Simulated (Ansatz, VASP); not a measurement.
# Ag2Sb in VASP and in Ansatz

File INCAR:

```
  PREC = Accurate
  ENCUT = 600
  EDIFF = 1E-6
  ISMEAR = 0
  SIGMA = 0.1
  LREAL = False
  LASPH = True
  NELM = 100
  ALGO = Normal
  ISIF = 3
  LWAVE = False
  LCHARG = False
  GGA = PE
  IBRION = 2
  NSW = 100
  EDIFFG = -0.01
```

Contents of KPOINTS:

```
Automatic mesh
0
Gamma
  12 12 16
```

File POSCAR:

```
Ag2Sb
1.0
    4.9086799200      0.0000000000      0.0000000000
   -2.4543399600      4.2510415100      0.0000000000
    0.0000000000      0.0000000000      3.0090207900
Ag Sb
2 1
Direct
    0.3333333300      0.6666666700      0.5000000000
    0.6666666700      0.3333333300      0.5000000000
    0.0000000000      0.0000000000      0.0000000000
```

Input for Ansatz:

```yaml
crystal:
  lattice:
    - [4.90867992, 0.0, 0.0]
    - [-2.45433996, 4.25104151, 0.0]
    - [0.0, 0.0, 3.00902079]
  atoms:
    - { symbol: Ag, position: [0.33333333, 0.66666667, 0.5] }
    - { symbol: Ag, position: [0.66666667, 0.33333333, 0.5] }
    - { symbol: Sb, position: [0.0, 0.0, 0.0] }
basis:
  ecutwfc: 420
kpoints:
  mp_grid: { grid: [12, 12, 16] }
hamiltonian:
  xc: pbe
scf:
  occupations: { method: gaussian, width: 0.1 }
output:
  forces: true
  stress: true
  eigenvalues: true
relax:
  adjacent_minimum: "off"
  f_tol: 0.01
  max_steps: 80
  cell: { stress_tol: 0.05 }
```

Alike in both runs: task relaxation of cell and atoms; functional PBE; k mesh 12 × 12 × 16; occupations gaussian, width 0.1 eV; no spin polarisation.

|  | VASP | Ansatz |
| --- | --- | --- |
| version | VASP 6.6.1 | Ansatz 0.2.0 |
| potentials or method | VASP PAW PBE potentials, release 64 (Ag, Sb), cutoff 600 eV | scalar-relativistic, plane waves, PAW |
| valence electrons in the cell | 27 | 53 |

Ansatz gave:

| Item | Value |
| --- | --- |
| gap on the k mesh at the Fermi level, each at its own relaxed structure (eV) | none |
| relaxed volume (Å³/atom) | 21.53 |
| relaxed cell length with the largest relative difference (Å) | 4.898 |

Question: Which values does VASP return?

Answer: gap on the k mesh at the Fermi level, each at its own relaxed structure (eV): none; relaxed volume (Å³/atom): 21.48; relaxed cell length with the largest relative difference (Å): 4.891.

A gap of «none» marks a metal or a gap that the smearing closes. VASP's potentials hold 27 valence electrons a cell and Ansatz's 53, so a difference there can come from the potentials and not from the codes.

Spin-orbit coupling is off throughout.
